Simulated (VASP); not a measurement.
# P (Im-3m) in VASP: notebook

The runs below take P through single point, with PBE.

Everything below comes from runs of VASP 6.6.1. Logs are shortened: lines on timing, memory, paths and dates and some standing lists are left out, and cuts for length are marked.

## Step 1: The cell of the first run

Symmetry: Im-3m, No. 229, cubic system. Conventional cell: a = 2.248 Å, b = 2.248 Å, c = 2.248 Å, α = 90.00°, β = 90.00°, γ = 90.00°. Within 2.6 Å of P (site symmetry m-3m) lie 14 P at 1.95 to 2.25 Å.

## Step 2: Single point, PBE (volume scaled by 0.4)

File INCAR:

```
SYSTEM = P
PREC = Accurate
ENCUT = 520
EDIFF = 1E-7
ISMEAR = -1
SIGMA = 0.1
LREAL = .False.
LASPH = .True.
NELM = 60
ALGO = Normal
ISIF = 2
LWAVE = .False.
LCHARG = .False.
GGA = PE
NBANDS = 8
```

File KPOINTS:

```
regular mesh
0
Gamma
  17 17 17
  0 0 0
```

File POSCAR:

```
P
1.0
   -1.1241760981      1.1241760981      1.1241760981
    1.1241760981     -1.1241760981      1.1241760981
    1.1241760981      1.1241760981     -1.1241760981
P
1
Direct
    0.0000000000      0.0000000000      0.0000000000
```

Potentials or basis: VASP PAW PBE potentials, release 64 (P).

Launch:

```sh
cat potpaw_PBE.64/P/POTCAR > POTCAR
mpirun -np 1 vasp_std > vasp.out
```

OUTCAR:

```text
SYSTEM = P
   PREC = Accurate
   ENCUT = 520
   EDIFF = 1E-7
   ISMEAR = -1
   LREAL = .False.
   LASPH = .True.
   NELM = 60
   ISIF = 2
   GGA = PE

 ion  position               nearest neighbor table
   1  0.000  0.000  0.000-

  LATTYP: Found a body centered cubic cell.
 ALAT       =     2.2483521962

  Lattice vectors:

 A1 = (  -1.1241760981,   1.1241760981,   1.1241760981)
 A2 = (   1.1241760981,  -1.1241760981,   1.1241760981)
 A3 = (   1.1241760981,   1.1241760981,  -1.1241760981)

Analysis of symmetry for initial positions (statically):
=====================================================================
 Subroutine PRICEL returns:
 Original cell was already a primitive cell.

 Routine SETGRP: Setting up the symmetry group for a
 body centered cubic supercell.

 Subroutine GETGRP returns: Found 48 space group operations
 (whereof 48 operations were pure point group operations)
 out of a pool of 48 trial point group operations.

The static configuration has the point symmetry O_h .

Analysis of symmetry for dynamics (positions and initial velocities):
=====================================================================
 Subroutine PRICEL returns:
 Original cell was already a primitive cell.

 Routine SETGRP: Setting up the symmetry group for a
 body centered cubic supercell.

 Subroutine GETGRP returns: Found 48 space group operations
 (whereof 48 operations were pure point group operations)
 out of a pool of 48 trial point group operations.

The dynamic configuration has the point symmetry O_h .

 Subroutine INISYM returns: Found 48 space group operations
 (whereof 48 operations are pure point group operations),
 and found     1 'primitive' translations

----------------------------------------------------------------------------------------

                                     Primitive cell

  volume of cell :       5.6828

  direct lattice vectors                    reciprocal lattice vectors
    -1.124176098  1.124176098  1.124176098     0.000000000  0.444770175  0.444770175
     1.124176098 -1.124176098  1.124176098     0.444770175  0.000000000  0.444770175
     1.124176098  1.124176098 -1.124176098     0.444770175  0.444770175  0.000000000

  length of vectors
     1.947130119  1.947130119  1.947130119     0.629000014  0.629000014  0.629000014

  position of ions in fractional coordinates (direct lattice)
     0.000000000  0.000000000  0.000000000

  ion indices of the primitive-cell ions
   primitive index   ion index
                 1           1

----------------------------------------------------------------------------------------

 KPOINTS: regular mesh

Automatic generation of k-mesh.
 Grid dimensions read from file:
 generate k-points for:   17   17   17

 Generating k-lattice:

  Cartesian coordinates                     Fractional coordinates (reciprocal lattice)
     0.000000000  0.026162951  0.026162951     0.058823529  0.000000000  0.000000000
     0.026162951  0.000000000  0.026162951     0.000000000  0.058823529  0.000000000
     0.026162951  0.026162951  0.000000000     0.000000000  0.000000000  0.058823529

  Length of vectors
     0.037000001  0.037000001  0.037000001

  Shift w.r.t. Gamma in fractional coordinates (k-lattice)
     0.000000000  0.000000000  0.000000000

 Subroutine IBZKPT returns following result:
 ===========================================

 Found    165 irreducible k-points:

 Following reciprocal coordinates:
            Coordinates               Weight
  0.000000  0.000000  0.000000      1.000000
  0.058824  0.000000  0.000000     12.000000
  0.117647  0.000000  0.000000     12.000000
  0.176471  0.000000  0.000000     12.000000
  0.235294  0.000000  0.000000     12.000000
  0.294118  0.000000  0.000000     12.000000
[... 16 lines left out ...]
  0.411765  0.117647 -0.000000     48.000000
  0.176471  0.176471  0.000000     24.000000
 [... further k-points ...]
   k-points           NKPTS =    165   k-points in BZ     NKDIM =    165   number of bands    NBANDS=      8
   number of dos      NEDOS =    301   number of ions     NIONS =      1
   total plane-waves  NPLWV =   2744
   dimension x,y,z NGX =    14 NGY =   14 NGZ =   14
   dimension x,y,z NGXF=    28 NGYF=   28 NGZF=   28
   ions per type =               1
   NGX,Y,Z   is equivalent  to a cutoff of  11.95, 11.95, 11.95 a.u.
   NGXF,Y,Z  is equivalent  to a cutoff of  23.91, 23.91, 23.91 a.u.
 SYSTEM =  P
   PREC   = accura    normal or accurate (medium, high low for compatibility)
   ISTART =      0    job   : 0-new  1-cont  2-samecut
   ICHARG =      2    charge: 1-file 2-atom 10-const
   ISPIN  =      1    spin polarized calculation?
   LNONCOLLINEAR =      F non collinear calculations
   LSORBIT =      F    spin-orbit coupling
   LASPH  =      T    aspherical Exc in radial PAW
   ENCUT  =  520.0 eV  38.22 Ry    6.18 a.u.   3.62  3.62  3.62*2*pi/ulx,y,z
   NELM   =     60;   NELMIN=  2; NELMDL= -5     # of ELM steps
   EDIFF  = 0.1E-06   stopping-criterion for ELM
   LREAL  =      F    real-space projection
   EDIFFG = 0.1E-05   stopping-criterion for IOM
   NSW    =      0    number of steps for IOM
   IBRION =     -1    ionic relax: 0-MD 1-quasi-New 2-CG
   NFREE  =      0    steps in history (QN), initial steepest desc. (CG)
   ISIF   =      2    stress and relaxation
   ISYM   =      2    0-nonsym 1-usesym 2-fastsym
   POTIM  = 0.5000    time-step for ionic-motion
   TEBEG  =    0.0;   TEEND  =   0.0 temperature during run
   PSTRESS=    0.0 pullay stress
   NELECT =       5.0000    total number of electrons
   NUPDOWN=      -1.0000    fix difference up-down
   EMIN   =  10.00;   EMAX   =-10.00  energy-range for DOS
   EFERMI =   0.00;   METHOD = LEGACY
   ISMEAR =    -1;   SIGMA  =   0.10  broadening in eV -4-tet -1-fermi 0-gaus
   EFERMI_NEDOS =   21; number of points for ismear=-14 and -15
   IALGO  =     38    algorithm
   IMIX   =      4    mixing-type and parameters
     AMIX     =   0.40;   BMIX     =  1.00
     AMIX_MAG =   1.60;   BMIX_MAG =  1.00
  volume/ion in A,a.u.               =       5.68        38.35
  Fermi-wavevector in a.u.,A,eV,Ry     =   1.568714  2.964440 33.482090  2.460864
  Thomas-Fermi vector in A             =   2.670704
   LORBIT       =      0    0 simple, 1 ext, 2 COOP (PROOUT), +10 PAW based schemes
   GGA     = PE    functional components
   LHFCALC =     F    Hartree Fock is set to
   AEXX    =    0.0000 exact exchange contribution
   IVDW    =     0    specifies the selected vdW correction
   LEPSILON=     F    determine dielectric tensor
   LRPA    =     F    only Hartree local field effects (RPA)
 non-spin polarized calculation
  energy-cutoff  :      520.00
  volume of cell :        5.68
 maximum number of plane-waves:       164
   NGX =  7   NGY =  7   NGZ =  7

 number of electron       5.0000001 magnetization

 Free energy of the ion-electron system (eV)
  ---------------------------------------------------
  ext. energy  EPLUGINS =         0.00000000
  ---------------------------------------------------
  free energy    TOTEN  =         2.24452799 eV

  energy without entropy =        2.25192946  energy(sigma->0) =        2.24822872

 E-fermi :  28.7508     XC(G=0): -15.9623

 val. band max:       28.7439190975   @ k =   0.2941   0.2353   0.1176
 cond. band min:      28.8036711406   @ k =  -0.4118   0.4706   0.1176
 fundamental gap:      0.0597520431
 Fermi energy:        28.7507558483

 k-point     1 :       0.0000    0.0000    0.0000
  band No.  band energies     occupation
      1      -0.9456      2.00000
      2      44.2002      0.00000
      3      44.2002      0.00000
      4      44.2002      0.00000
      5      51.2424      0.00000
      6      51.2424      0.00000
      7      51.7695      0.00000
      8      51.7695      0.00000

 k-point     2 :       0.0588    0.0000    0.0000
  band No.  band energies     occupation
      1      -0.7525      2.00000
      2      42.5545      0.00000
      3      43.4460      0.00000
      4      43.6115      0.00000
      5      49.4633      0.00000
      6      49.5091      0.00000
      7      52.1656      0.00000
      8      52.6985      0.00000

 k-point     3 :       0.1176    0.0000    0.0000
  band No.  band energies     occupation
      1      -0.1747      2.00000
      2      38.6085      0.00000
      3      41.7648      0.00000
      4      42.3641      0.00000
      5      47.3427      0.00000
      6      48.2633      0.00000
      7      52.7181      0.00000
      8      53.4243      0.00000

 k-point     4 :       0.1765    0.0000    0.0000
  band No.  band energies     occupation
      1       0.7831      2.00000
      2      34.0679      0.00000
      3      39.8942      0.00000
      4      41.0391      0.00000
      5      45.4325      0.00000
      6      47.3717      0.00000
      7      53.6805      0.00000
      8      54.1401      0.00000

 k-point     5 :       0.2353    0.0000    0.0000
  band No.  band energies     occupation
      1       2.1132      2.00000
      2      29.5824      0.00049
      3      38.1697      0.00000
      4      39.8572      0.00000
      5      43.8201      0.00000
      6      46.5050      0.00000
      7      55.0456      0.00000
      8      55.0848      0.00000
[... 177 lines left out ...]
 k-point    22 :       0.3529    0.1176    0.0000
  band No.  band energies     occupation
      1       8.7238      2.00000
      2      18.1997      2.00000
      3      29.9527      0.00001
      4      36.7847      0.00000
      5      43.3916      0.00000
      6      49.0417      0.00000
      7      55.6871      0.00000
      8      62.4888      0.00000

 k-point    23 :       0.4118    0.1176   -0.0000
  band No.  band energies     occupation
      1      11.1798      2.00000
      2      15.1135      2.00000
      3      29.5970      0.00042
      4      36.4969      0.00000
      5      43.0903      0.00000
      6      48.9124      0.00000
      7      56.9182      0.00000
      8      62.0323      0.00000

 k-point    24 :       0.1765    0.1765    0.0000
  band No.  band energies     occupation
      1       4.1773      2.00000
      2      27.3834      2.00000
      3      29.8604      0.00003
      4      38.1168      0.00000
      5      46.0745      0.00000
      6      48.9613      0.00000
      7      56.0385      0.00000
      8      56.7710      0.00000

 [... further k-points ...]
[... 5 lines left out ...]
  --------------------------------------------------------------------------------------
  -------------------------------------------------------------------------------------
  Total       20.2767948     20.2767948     20.2767948      0.0000000      0.0000000      0.0000000
  in kB     5716.7191305   5716.7191305   5716.7191305      0.0000000      0.0000000      0.0000000
  external PRESSURE =    5716.7191305 kB  Pullay stress =       0.0000000 kB

 VOLUME and BASIS-vectors are now :
 -----------------------------------------------------------------------------
  energy-cutoff  :      520.00
  volume of cell :        5.68
      direct lattice vectors                 reciprocal lattice vectors
    -1.124176098  1.124176098  1.124176098     0.000000000  0.444770175  0.444770175
     1.124176098 -1.124176098  1.124176098     0.444770175  0.000000000  0.444770175
     1.124176098  1.124176098 -1.124176098     0.444770175  0.444770175  0.000000000

 POSITION                                       TOTAL-FORCE (eV/Angst)
 -----------------------------------------------------------------------------------
      0.00000      0.00000      0.00000         0.000000      0.000000      0.000000
 -----------------------------------------------------------------------------------
    total drift:                                0.000000     -0.000000     -0.000000

  FREE ENERGIE OF THE ION-ELECTRON SYSTEM (eV)
  ---------------------------------------------------
  free  energy   TOTEN  =         2.2445279874 eV

  energy  without entropy=        2.2519294615  energy(sigma->0) =        2.24822872
```

Run time: 4 s. Hardware: 1 thread of AMD EPYC 7R13 (Zen 3), shared host; peak memory 0.08 GiB.

Results:

| Property | Result |
| --- | --- |
| Free energy | 2.2445 eV |
| Pressure | 571.7 GPa |

## Step 3: Single point, PBE (volume scaled by 0.4)

File INCAR:

```
ALGO = Normal
EDIFF = 1E-6
ENCUT = 520
GGA = PE
ISIF = 2
ISMEAR = -1
LASPH = T
LCHARG = F
LREAL = F
LWAVE = F
NBANDS = 8
NELM = 100
PREC = Accurate
SIGMA = 0.1
```

File KPOINTS:

```
k-points
0
Gamma
  17 17 17
```

POSCAR is that of step 2.

Potentials or basis: VASP PAW PBE potentials, release 64 (P).

Launch:

```sh
cat potpaw_PBE.64/P/POTCAR > POTCAR
mpirun -np 1 vasp_std > vasp.out
```

It took 3.8 s on 1 thread of AMD EPYC 7R13 (Zen 3), shared host; peak memory 0.08 GiB.

It converged, with:

* Free energy: 2.2445 eV
* Pressure: 571.7 GPa

Levels at points of the mesh, in eV from the Fermi level:
| k point | band 1 | band 2 | band 3 | band 4 | band 5 | band 6 | band 7 | band 8 |
| --- | --- | --- | --- | --- | --- | --- | --- | --- |
| (0.00, 0.00, 0.00) | -29.70 | 15.45 | 15.45 | 15.45 | 22.49 | 22.49 | 23.02 | 23.02 |

## Step 4: Single point, PBE (volume scaled by 0.5)

File INCAR:

```
SYSTEM = P
  PREC = Accurate
  ENCUT = 520
  EDIFF = 1E-7
  ISMEAR = -1
  SIGMA = 0.1
  LREAL = .False.
  LASPH = .True.
  NELM = 80
  ALGO = Normal
  ISIF = 2
  LWAVE = .False.
  LCHARG = .False.
  GGA = PE
  NBANDS = 8
```

File KPOINTS:

```
regular mesh
0
Gamma
  17 17 17
  0 0 0
```

File POSCAR:

```
P
1.0
   -1.2109819917      1.2109819917      1.2109819917
    1.2109819917     -1.2109819917      1.2109819917
    1.2109819917      1.2109819917     -1.2109819917
P
1
Direct
    0.0000000000      0.0000000000      0.0000000000
```

Launch:

```sh
cat potpaw_PBE.64/P/POTCAR > POTCAR
mpirun -np 1 vasp_std > vasp.out
```

Wall time 5.2 s (1 thread of AMD EPYC 7R13 (Zen 3), shared host); peak memory 0.08 GiB.

The run converged. Its results:

```
Free energy : -1.3403 eV
Pressure    : 276.7 GPa
```

Levels at points of the mesh, in eV from the Fermi level:
```
           k point  band 1  band 2  band 3  band 4  band 5  band 6  band 7
(0.00, 0.00, 0.00)  -25.86   14.34   14.34   14.34   17.57   17.57   17.57
```
